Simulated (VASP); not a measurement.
# GaAs (F-43m) in VASP: single point with PBEsol

Aim: the single point of GaAs with PBEsol.

All numbers are computed with VASP 6.6.1; they aren't measurements. Logs are shortened: lines on timing, memory, paths and dates and some standing lists are left out, and cuts for length are marked.

**1. The cell of the first run**

The structure is cubic, space group F-43m (No. 216). Conventional cell: a = 5.658 Å, b = 5.658 Å, c = 5.658 Å, α = 90.00°, β = 90.00°, γ = 90.00°. Ga (site symmetry -43m) has 4 As at 2.45 Å within 3.2 Å. As (site symmetry -43m) has 4 Ga at 2.45 Å within 3.2 Å.

**2. Single point, PBEsol**

File INCAR:

```
ALGO = Normal
EDIFF = 1E-6
ENCUT = 520
GGA = PS
ISIF = 2
ISMEAR = -1
LASPH = T
LCHARG = F
LREAL = F
LWAVE = F
NBANDS = 16
NELM = 60
PREC = Accurate
SIGMA = 0.05
```

File KPOINTS:

```
k-points
0
Gamma
  14 14 14
```

File POSCAR:

```
GaAs
1.0
    0.0000000000      2.8291964418      2.8291964418
    2.8291964418      0.0000000000      2.8291964418
    2.8291964418      2.8291964418      0.0000000000
Ga As
1 1
Direct
    0.0000000000      0.0000000000      0.0000000000
    0.7500000000      0.7500000000      0.7500000000
```

Potentials or basis: VASP PAW PBE potentials, release 64 (Ga_d, As).

The run is started by

```console
$ cat potpaw_PBE.64/Ga_d/POTCAR potpaw_PBE.64/As/POTCAR > POTCAR
$ mpirun -np 1 vasp_std > vasp.out
```

OUTCAR:

```text
EDIFF = 1E-6
   ENCUT = 520
   GGA = PS
   ISIF = 2
   ISMEAR = -1
   LASPH = T
   LREAL = F
   NELM = 60
   PREC = Accurate

 ion  position               nearest neighbor table
   1  0.000  0.000  0.000-   2 2.45   2 2.45   2 2.45   2 2.45
   2  0.750  0.750  0.750-   1 2.45   1 2.45   1 2.45   1 2.45

  LATTYP: Found a face centered cubic cell.
 ALAT       =     5.6583928836

  Lattice vectors:

 A1 = (   0.0000000000,   2.8291964418,   2.8291964418)
 A2 = (   2.8291964418,   0.0000000000,   2.8291964418)
 A3 = (   2.8291964418,   2.8291964418,   0.0000000000)

Analysis of symmetry for initial positions (statically):
=====================================================================
 Subroutine PRICEL returns:
 Original cell was already a primitive cell.

 Routine SETGRP: Setting up the symmetry group for a
 face centered cubic supercell.

 Subroutine GETGRP returns: Found 24 space group operations
 (whereof 24 operations were pure point group operations)
 out of a pool of 48 trial point group operations.

The static configuration has the point symmetry T_d .

Analysis of symmetry for dynamics (positions and initial velocities):
=====================================================================
 Subroutine PRICEL returns:
 Original cell was already a primitive cell.

 Routine SETGRP: Setting up the symmetry group for a
 face centered cubic supercell.

 Subroutine GETGRP returns: Found 24 space group operations
 (whereof 24 operations were pure point group operations)
 out of a pool of 48 trial point group operations.

The dynamic configuration has the point symmetry T_d .

 Subroutine INISYM returns: Found 24 space group operations
 (whereof 24 operations are pure point group operations),
 and found     1 'primitive' translations

----------------------------------------------------------------------------------------

                                     Primitive cell

  volume of cell :      45.2918

  direct lattice vectors                    reciprocal lattice vectors
     0.000000000  2.829196442  2.829196442    -0.176728626  0.176728626  0.176728626
     2.829196442  0.000000000  2.829196442     0.176728626 -0.176728626  0.176728626
     2.829196442  2.829196442  0.000000000     0.176728626  0.176728626 -0.176728626

  length of vectors
     4.001087979  4.001087979  4.001087979     0.306102959  0.306102959  0.306102959

  position of ions in fractional coordinates (direct lattice)
     0.000000000  0.000000000  0.000000000
     0.750000000  0.750000000  0.750000000

  ion indices of the primitive-cell ions
   primitive index   ion index
                 1           1
                 2           2

----------------------------------------------------------------------------------------

 KPOINTS: k-points

Automatic generation of k-mesh.
 Grid dimensions read from file:
 generate k-points for:   14   14   14

 Generating k-lattice:

  Cartesian coordinates                     Fractional coordinates (reciprocal lattice)
    -0.012623473  0.012623473  0.012623473     0.071428571  0.000000000  0.000000000
     0.012623473 -0.012623473  0.012623473     0.000000000  0.071428571  0.000000000
     0.012623473  0.012623473 -0.012623473     0.000000000  0.000000000  0.071428571

  Length of vectors
     0.021864497  0.021864497  0.021864497

  Shift w.r.t. Gamma in fractional coordinates (k-lattice)
     0.000000000  0.000000000  0.000000000

 Subroutine IBZKPT returns following result:
 ===========================================

 Found    104 irreducible k-points:

 Following reciprocal coordinates:
            Coordinates               Weight
  0.000000  0.000000  0.000000      1.000000
  0.071429  0.000000  0.000000      8.000000
  0.142857  0.000000  0.000000      8.000000
  0.214286  0.000000  0.000000      8.000000
  0.285714  0.000000  0.000000      8.000000
  0.357143  0.000000  0.000000      8.000000
[... 16 lines left out ...]
  0.214286  0.142857  0.000000     24.000000
  0.285714  0.142857  0.000000     24.000000
 [... further k-points ...]
   k-points           NKPTS =    104   k-points in BZ     NKDIM =    104   number of bands    NBANDS=     16
   number of dos      NEDOS =    301   number of ions     NIONS =      2
   total plane-waves  NPLWV =  27000
   dimension x,y,z NGX =    30 NGY =   30 NGZ =   30
   dimension x,y,z NGXF=    60 NGYF=   60 NGZF=   60
   ions per type =               1   1
   NGX,Y,Z   is equivalent  to a cutoff of  12.47, 12.47, 12.47 a.u.
   NGXF,Y,Z  is equivalent  to a cutoff of  24.93, 24.93, 24.93 a.u.
 SYSTEM =  unknown system
   PREC   = accura    normal or accurate (medium, high low for compatibility)
   ISTART =      0    job   : 0-new  1-cont  2-samecut
   ICHARG =      2    charge: 1-file 2-atom 10-const
   ISPIN  =      1    spin polarized calculation?
   LNONCOLLINEAR =      F non collinear calculations
   LSORBIT =      F    spin-orbit coupling
   LASPH  =      T    aspherical Exc in radial PAW
   ENCUT  =  520.0 eV  38.22 Ry    6.18 a.u.   7.44  7.44  7.44*2*pi/ulx,y,z
   NELM   =     60;   NELMIN=  2; NELMDL= -5     # of ELM steps
   EDIFF  = 0.1E-05   stopping-criterion for ELM
   LREAL  =      F    real-space projection
   EDIFFG = 0.1E-04   stopping-criterion for IOM
   NSW    =      0    number of steps for IOM
   IBRION =     -1    ionic relax: 0-MD 1-quasi-New 2-CG
   NFREE  =      0    steps in history (QN), initial steepest desc. (CG)
   ISIF   =      2    stress and relaxation
   ISYM   =      2    0-nonsym 1-usesym 2-fastsym
   POTIM  = 0.5000    time-step for ionic-motion
   TEBEG  =    0.0;   TEEND  =   0.0 temperature during run
   PSTRESS=    0.0 pullay stress
   NELECT =      18.0000    total number of electrons
   NUPDOWN=      -1.0000    fix difference up-down
   EMIN   =  10.00;   EMAX   =-10.00  energy-range for DOS
   EFERMI =   0.00;   METHOD = LEGACY
   ISMEAR =    -1;   SIGMA  =   0.05  broadening in eV -4-tet -1-fermi 0-gaus
   EFERMI_NEDOS =   21; number of points for ismear=-14 and -15
   IALGO  =     38    algorithm
   IMIX   =      4    mixing-type and parameters
     AMIX     =   0.40;   BMIX     =  1.00
     AMIX_MAG =   1.60;   BMIX_MAG =  1.00
  volume/ion in A,a.u.               =      22.65       152.82
  Fermi-wavevector in a.u.,A,eV,Ry     =   1.203629  2.274529 19.711063  1.448722
  Thomas-Fermi vector in A             =   2.339377
   LORBIT       =      0    0 simple, 1 ext, 2 COOP (PROOUT), +10 PAW based schemes
   GGA     = PS    functional components
   LHFCALC =     F    Hartree Fock is set to
   AEXX    =    0.0000 exact exchange contribution
   IVDW    =     0    specifies the selected vdW correction
   LEPSILON=     F    determine dielectric tensor
   LRPA    =     F    only Hartree local field effects (RPA)
 non-spin polarized calculation
  energy-cutoff  :      520.00
  volume of cell :       45.29
 maximum number of plane-waves:      1243
 NGX is ok and might be reduce to    30
   NGX = 15   NGY = 15   NGZ = 15

 number of electron      17.9999993 magnetization

 Free energy of the ion-electron system (eV)
  ---------------------------------------------------
  ext. energy  EPLUGINS =         0.00000000
  ---------------------------------------------------
  free energy    TOTEN  =        -9.09280074 eV

  energy without entropy =       -9.09278505  energy(sigma->0) =       -9.09279289

 E-fermi :   4.0530     XC(G=0):  -9.7622

 val. band max:        3.7797997806   @ k =   0.0000   0.0000   0.0000
 cond. band min:       4.2176005181   @ k =   0.0000   0.0000   0.0000
 fundamental gap:      0.4378007375
 Fermi energy:         4.0529737316

 k-point     1 :       0.0000    0.0000    0.0000
  band No.  band energies     occupation
      1     -10.9884      2.00000
      2     -10.9884      2.00000
      3     -10.9884      2.00000
      4     -10.9089      2.00000
      5     -10.9089      2.00000
      6      -8.9545      2.00000
[... 8 lines left out ...]
     15      13.8836      0.00000
     16      13.8836      0.00000

 k-point     2 :       0.0714    0.0000    0.0000
  band No.  band energies     occupation
      1     -10.9931      2.00000
      2     -10.9871      2.00000
      3     -10.9871      2.00000
      4     -10.9090      2.00000
      5     -10.9090      2.00000
      6      -8.8941      2.00000
[... 8 lines left out ...]
     15      13.4254      0.00000
     16      13.4254      0.00000

 k-point     3 :       0.1429    0.0000    0.0000
  band No.  band energies     occupation
      1     -11.0059      2.00000
      2     -10.9838      2.00000
      3     -10.9838      2.00000
      4     -10.9091      2.00000
      5     -10.9091      2.00000
      6      -8.7167      2.00000
[... 8 lines left out ...]
     15      12.8786      0.00000
     16      12.8786      0.00000

 k-point     4 :       0.2143    0.0000    0.0000
  band No.  band energies     occupation
      1     -11.0231      2.00000
      2     -10.9794      2.00000
      3     -10.9794      2.00000
      4     -10.9089      2.00000
      5     -10.9089      2.00000
      6      -8.4343      2.00000
[... 8 lines left out ...]
     15      12.6718      0.00000
     16      12.6718      0.00000

 k-point     5 :       0.2857    0.0000    0.0000
  band No.  band energies     occupation
      1     -11.0408      2.00000
      2     -10.9750      2.00000
      3     -10.9750      2.00000
      4     -10.9081      2.00000
      5     -10.9081      2.00000
      6      -8.0705      2.00000
[... 8 lines left out ...]
     15      12.9410      0.00000
     16      12.9410      0.00000

 k-point     6 :       0.3571    0.0000    0.0000
  band No.  band energies     occupation
      1     -11.0558      2.00000
      2     -10.9716      2.00000
      3     -10.9716      2.00000
      4     -10.9068      2.00000
      5     -10.9068      2.00000
      6      -7.6714      2.00000
[... 8 lines left out ...]
     15      13.6713      0.00000
     16      13.6713      0.00000

 k-point     7 :       0.4286    0.0000    0.0000
  band No.  band energies     occupation
      1     -11.0657      2.00000
      2     -10.9696      2.00000
      3     -10.9696      2.00000
      4     -10.9056      2.00000
      5     -10.9056      2.00000
      6      -7.3279      2.00000
[... 8 lines left out ...]
     15      14.7198      0.00000
     16      14.7198      0.00000

 k-point     8 :       0.5000    0.0000    0.0000
  band No.  band energies     occupation
      1     -11.0692      2.00000
      2     -10.9689      2.00000
      3     -10.9689      2.00000
      4     -10.9051      2.00000
      5     -10.9051      2.00000
      6      -7.1840      2.00000
[... 8 lines left out ...]
     15      15.5825      0.00000
     16      15.5825      0.00000

 k-point     9 :       0.0714    0.0714    0.0000
  band No.  band energies     occupation
      1     -10.9960      2.00000
      2     -10.9860      2.00000
      3     -10.9860      2.00000
      4     -10.9098      2.00000
      5     -10.9082      2.00000
      6      -8.8740      2.00000
[... 8 lines left out ...]
     15      12.7934      0.00000
     16      13.9659      0.00000
[... 172 lines left out ...]
 k-point    19 :      -0.2143    0.0714    0.0000
  band No.  band energies     occupation
      1     -11.0320      2.00000
      2     -10.9777      2.00000
      3     -10.9754      2.00000
      4     -10.9105      2.00000
      5     -10.9073      2.00000
      6      -8.2714      2.00000
[... 8 lines left out ...]
     15      12.7208      0.00000
     16      13.6356      0.00000

 k-point    20 :      -0.1429    0.0714    0.0000
  band No.  band energies     occupation
      1     -11.0151      2.00000
      2     -10.9823      2.00000
      3     -10.9798      2.00000
      4     -10.9105      2.00000
      5     -10.9079      2.00000
      6      -8.5821      2.00000
[... 8 lines left out ...]
     15      12.6770      0.00000
     16      13.1561      0.00000

 k-point    21 :      -0.0714    0.0714    0.0000
  band No.  band energies     occupation
      1     -11.0010      2.00000
      2     -10.9858      2.00000
      3     -10.9840      2.00000
      4     -10.9098      2.00000
      5     -10.9084      2.00000
      6      -8.7947      2.00000
[... 8 lines left out ...]
     15      12.7085      0.00000
     16      13.2662      0.00000

 k-point    22 :       0.1429    0.1429    0.0000
  band No.  band energies     occupation
      1     -11.0155      2.00000
      2     -10.9794      2.00000
      3     -10.9794      2.00000
      4     -10.9128      2.00000
      5     -10.9065      2.00000
      6      -8.6376      2.00000
[... 8 lines left out ...]
     15      12.8089      0.00000
     16      14.2125      0.00000

 k-point    23 :       0.2143    0.1429    0.0000
  band No.  band energies     occupation
      1     -11.0285      2.00000
      2     -10.9754      2.00000
      3     -10.9748      2.00000
      4     -10.9146      2.00000
      5     -10.9054      2.00000
      6      -8.4286      2.00000
[... 8 lines left out ...]
     15      13.5724      0.00000
     16      14.1379      0.00000

 k-point    24 :       0.2857    0.1429    0.0000
  band No.  band energies     occupation
      1     -11.0429      2.00000
      2     -10.9719      2.00000
      3     -10.9699      2.00000
      4     -10.9155      2.00000
      5     -10.9044      2.00000
      6      -8.1235      2.00000
[... 8 lines left out ...]
     15      14.0386      0.00000
     16      14.1826      0.00000

 [... further k-points ...]

------------------------ aborting loop because EDIFF is reached ----------------------------------------

  FORCE on cell =-STRESS in cart. coord.  units (eV):
  Direction    XX          YY          ZZ          XY          YZ          ZX
  --------------------------------------------------------------------------------------
  -------------------------------------------------------------------------------------
  Total        0.0558149      0.0558149      0.0558149     -0.0000000     -0.0000000      0.0000000
  in kB        1.9744269      1.9744269      1.9744269     -0.0000000     -0.0000000      0.0000000
  external PRESSURE =       1.9744269 kB  Pullay stress =       0.0000000 kB

 VOLUME and BASIS-vectors are now :
 -----------------------------------------------------------------------------
  energy-cutoff  :      520.00
  volume of cell :       45.29
      direct lattice vectors                 reciprocal lattice vectors
     0.000000000  2.829196442  2.829196442    -0.176728626  0.176728626  0.176728626
     2.829196442  0.000000000  2.829196442     0.176728626 -0.176728626  0.176728626
     2.829196442  2.829196442  0.000000000     0.176728626  0.176728626 -0.176728626

 POSITION                                       TOTAL-FORCE (eV/Angst)
 -----------------------------------------------------------------------------------
      0.00000      0.00000      0.00000         0.000000      0.000000     -0.000000
      4.24379      4.24379      4.24379        -0.000000     -0.000000      0.000000
 -----------------------------------------------------------------------------------
    total drift:                               -0.000000     -0.000000     -0.000000

  FREE ENERGIE OF THE ION-ELECTRON SYSTEM (eV)
  ---------------------------------------------------
  free  energy   TOTEN  =        -9.0928007365 eV

  energy  without entropy=       -9.0927850532  energy(sigma->0) =       -9.09279289
```

It took 1.7 min on 1 thread of AMD EPYC 7R43 (Zen 3), shared host; peak memory 0.18 GiB.

What came out:

```
Free energy            : -9.0928 eV
Pressure               : 0.2 GPa
Band gap on the k mesh : 0.44 eV
```

Levels at points of the mesh, in eV from the valence-band top:
```csv
k point,band 5,band 6,band 7,band 8,band 9,band 10,band 11,band 12,band 13,band 14
"(0.00, 0.00, 0.00)",-14.69,-12.73,0.00,0.00,0.00,0.44,3.69,3.69,3.69,7.38
"(0.50, 0.00, 0.00)",-14.68,-10.96,-6.67,-1.14,-1.14,0.92,4.58,4.58,7.58,10.26
"(0.50, 0.50, 0.00)",-14.68,-10.22,-6.84,-2.69,-2.69,1.36,1.57,10.11,10.11,10.85
```

Caveat: the PAW data sets were made with another functional, which shifts forces and pressure a little. A k mesh can miss the band edges.
